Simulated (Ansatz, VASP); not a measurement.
**Two plane-wave programs on Cs2In6W**

```xyz
9
Lattice="0.0000 5.0475 5.0475 5.0475 0.0000 5.0475 5.0475 5.0475 0.0000" Properties=species:S:1:pos:R:3 pbc="T T T"
W     0.0000    0.0000    0.0000
Cs    2.5238    2.5238    2.5238
Cs    7.5713    7.5713    7.5713
In    7.7611    5.0475    5.0475
In    5.0475    7.7611    5.0475
In    2.3340    5.0475    5.0475
In    5.0475    2.3340    5.0475
In    5.0475    5.0475    7.7611
In    5.0475    5.0475    2.3340
```

Alike in both runs: task single point; functional r2SCAN; k mesh 3 × 3 × 3; no spin polarisation.

|  | VASP | Ansatz |
| --- | --- | --- |
| version | VASP 6.6.1 | Ansatz 0.2.0 |
| potentials or method | VASP PAW PBE potentials, release 64 (W_sv, Cs_sv, In_d), cutoff 520 eV | PAW plane waves |
| occupations | fermi-dirac, width 0.1 eV | fermi-dirac |
| valence electrons in the cell | 110 | 110 |

```tsv
	VASP	Ansatz	Ansatz less VASP
pressure (GPa)	20.4	20.0	-0.39
rms of the force components (eV/Å)	3.140	3.084	-0.0560
```

VASP's potentials were made for PBE, not for r2SCAN. Atom by atom the forces differ by 0.056 eV/Å (rms over components).

Spin-orbit coupling is off throughout.
